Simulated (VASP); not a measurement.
# Te (P-1) in VASP: further runs

Runs on Te. Level: PBEsol. Tasks: single point.

Everything below comes from runs of VASP 6.6.1. Logs are shortened: lines on timing, memory, paths and dates and some standing lists are left out, and cuts for length are marked.

## (1) The cell of the first run

The typed cell holds 1 atom: a = 3.093 Å, b = 3.216 Å, c = 3.154 Å, α = 92.76°, β = 95.17°, γ = 93.96°.

## (2) Single point, PBEsol (strain -0.0500 x Voigt [0, 0, 0, 0, 1, 0])

INCAR reads:

```
PREC = Accurate
ENCUT = 520
EDIFF = 1E-6
ISMEAR = 0
SIGMA = 0.15
LREAL = False
LASPH = True
NELM = 100
ALGO = Normal
ISIF = 2
LWAVE = False
LCHARG = False
GGA = PS
NBANDS = 9
```

KPOINTS reads:

```
regular mesh
0
Gamma
  15 15 15
```

POSCAR reads:

```
Te
1.0
    2.2636305001      1.3313144930      1.6333060953
   -2.3481781853      1.3313144930      1.7486013125
   -0.0422738426     -2.6626289859      1.6909537039
Te
1
Direct
    0.5000000000      0.5000000000      0.5000000000
```

Potentials or basis: VASP PAW PBE potentials, release 64 (Te).

Launch:

```sh
cat potpaw_PBE.64/Te/POTCAR > POTCAR
mpirun -np 1 vasp_std > vasp.out
```

OUTCAR:

```text
PREC = Accurate
   ENCUT = 520
   EDIFF = 1E-6
   ISMEAR = 0
   LREAL = False
   LASPH = True
   NELM = 100
   ISIF = 2
   GGA = PS

 ion  position               nearest neighbor table
   1  0.500  0.500  0.500-

  LATTYP: Found a triclinic cell.
 ALAT       =     7.3272045006
 B/A-ratio  =     0.9962067216
 C/A-ratio  =     1.3387723693
 COS(alpha) =     0.0043440588
 COS(beta)  =     0.5989981226
 COS(gamma) =     0.8011440647

  Lattice vectors:

 A1 = (   6.9599868707,  -1.3313144930,  -1.8638965297)
 A2 = (   4.6540825280,  -5.3252579719,  -1.8062489211)
 A3 = (   6.9599868707,   6.6565724648,  -1.8638965297)

Analysis of symmetry for initial positions (statically):
=====================================================================
 Subroutine PRICEL returns:
 Original cell was already a primitive cell.

 Routine SETGRP: Setting up the symmetry group for a
 triclinic supercell.

 Subroutine GETGRP returns: Found  2 space group operations
 (whereof  2 operations were pure point group operations)
 out of a pool of  2 trial point group operations.

The static configuration has the point symmetry S_2 .

Analysis of symmetry for dynamics (positions and initial velocities):
=====================================================================
 Subroutine PRICEL returns:
 Original cell was already a primitive cell.

 Routine SETGRP: Setting up the symmetry group for a
 triclinic supercell.

 Subroutine GETGRP returns: Found  2 space group operations
 (whereof  2 operations were pure point group operations)
 out of a pool of  2 trial point group operations.

The dynamic configuration has the point symmetry S_2 .

 Subroutine INISYM returns: Found  2 space group operations
 (whereof  2 operations are pure point group operations),
 and found     1 'primitive' translations

----------------------------------------------------------------------------------------

                                     Primitive cell

  volume of cell :      31.1267

  direct lattice vectors                    reciprocal lattice vectors
     2.263630500  1.331314493  1.633306095     0.221901541  0.125189553  0.202674954
    -2.348178185  1.331314493  1.748601312    -0.212039006  0.125189553  0.191826440
    -0.042273843 -2.662628986  1.690953704     0.004931267 -0.250379107  0.197250697

  length of vectors
[... 81 lines left out ...]
   LREAL  =      F    real-space projection
   EDIFFG = 0.1E-04   stopping-criterion for IOM
   NSW    =      0    number of steps for IOM
   IBRION =     -1    ionic relax: 0-MD 1-quasi-New 2-CG
   NFREE  =      0    steps in history (QN), initial steepest desc. (CG)
   ISIF   =      2    stress and relaxation
   ISYM   =      2    0-nonsym 1-usesym 2-fastsym
   POTIM  = 0.5000    time-step for ionic-motion
   TEBEG  =    0.0;   TEEND  =   0.0 temperature during run
   PSTRESS=    0.0 pullay stress
   NELECT =       6.0000    total number of electrons
   NUPDOWN=      -1.0000    fix difference up-down
   EMIN   =  10.00;   EMAX   =-10.00  energy-range for DOS
   EFERMI =   0.00;   METHOD = LEGACY
   ISMEAR =     0;   SIGMA  =   0.15  broadening in eV -4-tet -1-fermi 0-gaus
   EFERMI_NEDOS =   21; number of points for ismear=-14 and -15
   IALGO  =     38    algorithm
   IMIX   =      4    mixing-type and parameters
     AMIX     =   0.40;   BMIX     =  1.00
     AMIX_MAG =   1.60;   BMIX_MAG =  1.00
  volume/ion in A,a.u.               =      31.13       210.05
  Fermi-wavevector in a.u.,A,eV,Ry     =   0.945687  1.787089 12.168017  0.894324
  Thomas-Fermi vector in A             =   2.073613
   LORBIT       =      0    0 simple, 1 ext, 2 COOP (PROOUT), +10 PAW based schemes
   GGA     = PS    functional components
   LHFCALC =     F    Hartree Fock is set to
   AEXX    =    0.0000 exact exchange contribution
   IVDW    =     0    specifies the selected vdW correction
   LEPSILON=     F    determine dielectric tensor
   LRPA    =     F    only Hartree local field effects (RPA)
 non-spin polarized calculation
 Gauss-broadening in eV      SIGMA  =   0.15
  energy-cutoff  :      520.00
  volume of cell :       31.13
 maximum number of plane-waves:       855
   NGX = 11   NGY = 11   NGZ = 11

 number of electron       6.0000000 magnetization

 Free energy of the ion-electron system (eV)
  ---------------------------------------------------
  ext. energy  EPLUGINS =         0.00000000
  ---------------------------------------------------
  free energy    TOTEN  =        -3.50482556 eV

  energy without entropy =       -3.49986277  energy(sigma->0) =       -3.50234416

 E-fermi :   6.9021     XC(G=0):  -9.6500

 val. band max:        6.9001371334   @ k =  -0.3333  -0.2000   0.2000
 cond. band min:       6.9025629931   @ k =   0.2000  -0.3333   0.3333
 fundamental gap:      0.0024258597
 Fermi energy:         6.9021078123

 k-point     1 :       0.0000    0.0000    0.0000
  band No.  band energies     occupation
      1      -7.0492      2.00000
      2       7.6832      0.00000
      3       8.2102      0.00000
      4       8.8355      0.00000
      5      12.6682      0.00000
      6      13.0937      0.00000
      7      13.8148      0.00000
      8      23.6646      0.00000
      9      23.9757      0.00000
[... 265 lines left out ...]
 k-point    24 :      -0.0000    0.1333    0.0000
  band No.  band energies     occupation
      1      -6.8471      2.00000
      2       5.8488      2.00000
      3       8.3365      0.00000
      4       8.9902      0.00000
      5      13.2890      0.00000
      6      13.9744      0.00000
      7      15.0462      0.00000
      8      21.3615      0.00000
      9      21.5417      0.00000

 [... further k-points ...]

------------------------ aborting loop because EDIFF is reached ----------------------------------------

  FORCE on cell =-STRESS in cart. coord.  units (eV):
  Direction    XX          YY          ZZ          XY          YZ          ZX
  --------------------------------------------------------------------------------------
  -------------------------------------------------------------------------------------
  Total       -0.0347986     -0.0517619      0.0016356      0.2090549      0.0083992      0.3026806
  in kB       -1.7911798     -2.6643254      0.0841884     10.7606235      0.4323279     15.5797981
  external PRESSURE =      -1.4571056 kB  Pullay stress =       0.0000000 kB

 VOLUME and BASIS-vectors are now :
 -----------------------------------------------------------------------------
  energy-cutoff  :      520.00
  volume of cell :       31.13
      direct lattice vectors                 reciprocal lattice vectors
     2.263630500  1.331314493  1.633306095     0.221901541  0.125189553  0.202674954
    -2.348178185  1.331314493  1.748601312    -0.212039006  0.125189553  0.191826440
    -0.042273843 -2.662628986  1.690953704     0.004931267 -0.250379107  0.197250697

 POSITION                                       TOTAL-FORCE (eV/Angst)
 -----------------------------------------------------------------------------------
     -0.06341      0.00000      2.53643        -0.000000      0.000000      0.000000
 -----------------------------------------------------------------------------------
    total drift:                                0.000000      0.000000     -0.000000

  FREE ENERGIE OF THE ION-ELECTRON SYSTEM (eV)
  ---------------------------------------------------
  free  energy   TOTEN  =        -3.5048255589 eV

  energy  without entropy=       -3.4998627701  energy(sigma->0) =       -3.50234416
```

OSZICAR:

```text
N       E                     dE             d eps       ncg     rms          rms(c)
DAV:   1     0.169993413884E+02    0.16999E+02   -0.25169E+03 30416   0.532E+02
DAV:   2    -0.294592007017E+01   -0.19945E+02   -0.19155E+02 39729   0.727E+01
DAV:   3    -0.350023349848E+01   -0.55431E+00   -0.55000E+00 37523   0.150E+01
DAV:   4    -0.350444941905E+01   -0.42159E-02   -0.42157E-02 42178   0.148E+00
DAV:   5    -0.350449041067E+01   -0.40992E-04   -0.40991E-04 38608   0.116E-01    0.817E+00
DAV:   6    -0.350467461837E+01   -0.18421E-03   -0.52688E-04 38317   0.145E-01    0.498E+00
DAV:   7    -0.350482179892E+01   -0.14718E-03   -0.11759E-03 32993   0.215E-01    0.833E-02
DAV:   8    -0.350482446681E+01   -0.26679E-05   -0.31765E-05 37302   0.352E-02    0.424E-02
DAV:   9    -0.350482572759E+01   -0.12608E-05   -0.56667E-06 36378   0.132E-02    0.179E-02
DAV:  10    -0.350482555888E+01    0.16871E-06   -0.20202E-07 19429   0.281E-03
   1 F= -.35048256E+01 E0= -.35023442E+01  d E =-.496279E-02
```

stdout:

```text
POSCAR found type information on POSCAR Te
 POSCAR found :  1 types and       1 ions
 scaLAPACK will be used
 -----------------------------------------------------------------------------
|                                                                             |
|                                                                             |
|     You enforced a specific xc type in the INCAR file but a different       |
|     I HOPE YOU KNOW WHAT YOU ARE DOING!                                     |
|                                                                             |
 -----------------------------------------------------------------------------

 LDA part: xc-table for (Slater+PW92), standard interpolation
 POSCAR, INCAR and KPOINTS ok, starting setup
 FFT: planning ... GRIDC
 FFT: planning ... GRID_SOFT
 FFT: planning ... GRID
 WAVECAR not read
 entering main loop
```

Run time: 2.8 min. Hardware: 1 thread of Intel Xeon 6975P-C (Granite Rapids), shared host; peak memory 0.52 GiB.

What came out:

```yaml
Free_energy: -3.5048 eV
Pressure: -0.1 GPa
Band_gap_on_the_k_mesh: zero (bands 3 and 4 overlap by 4.90 eV)
```

Caveat: the cell differs from its parent crystal (strain -0.0500 x Voigt [0, 0, 0, 0, 1, 0]); the PAW data sets were made with another functional, which shifts forces and pressure a little; spin-orbit coupling is left out, which moves the levels of the heavy elements.

## (3) Single point, PBEsol (strain +0.0750 x Voigt [0, 0, 0, 0, 1, 0])

INCAR reads:

```
SYSTEM = Te
ALGO = Normal ; EDIFF = 1E-7
ENCUT = 520 ; GGA = PS
ISIF = 2 ; ISMEAR = 0
LASPH = .TRUE. ; LCHARG = .FALSE.
LREAL = .FALSE. ; LWAVE = .FALSE.
NBANDS = 9 ; NELM = 100
PREC = Accurate ; SIGMA = 0.15
```

KPOINTS reads:

```
k-points
0
G
  15 15 15
  0 0 0
```

POSCAR reads:

```
Te
1.0
    2.3693151066      1.3313144930      1.7774251167
   -2.2424935788      1.3313144930      1.6044822910
    0.0634107639     -2.6626289859      1.6909537039
Te
1
Direct
    0.5000000000      0.5000000000      0.5000000000
```

Potentials or basis: VASP PAW PBE potentials, release 64 (Te).

Launch:

```sh
cat potpaw_PBE.64/Te/POTCAR > POTCAR
mpirun -np 1 vasp_std > vasp.out
```

It took 2.4 min on 1 thread of Intel Xeon 6975P-C (Granite Rapids), shared host; peak memory 0.52 GiB.

The run converged. Its results:

```yaml
Free_energy: -3.4955 eV
Pressure: 0.1 GPa
Band_gap_on_the_k_mesh: zero (bands 3 and 4 overlap by 4.87 eV)
```

Stress tensor (GPa, compression positive):
```
 0.10 -1.49 -2.21
-1.49 -0.14  0.15
-2.21  0.15  0.22
```

Levels at points of the mesh, in eV from the Fermi level:
| k point | band 1 | band 2 | band 3 | band 4 | band 5 | band 6 | band 7 | band 8 |
| --- | --- | --- | --- | --- | --- | --- | --- | --- |
| (0.00, 0.00, 0.00) | -13.97 | 0.58 | 1.29 | 2.19 | 5.56 | 6.20 | 7.17 | 16.70 |

Caveat: the cell differs from its parent crystal (strain +0.0750 x Voigt [0, 0, 0, 0, 1, 0]); the PAW data sets were made with another functional, which shifts forces and pressure a little; spin-orbit coupling is left out, which moves the levels of the heavy elements.
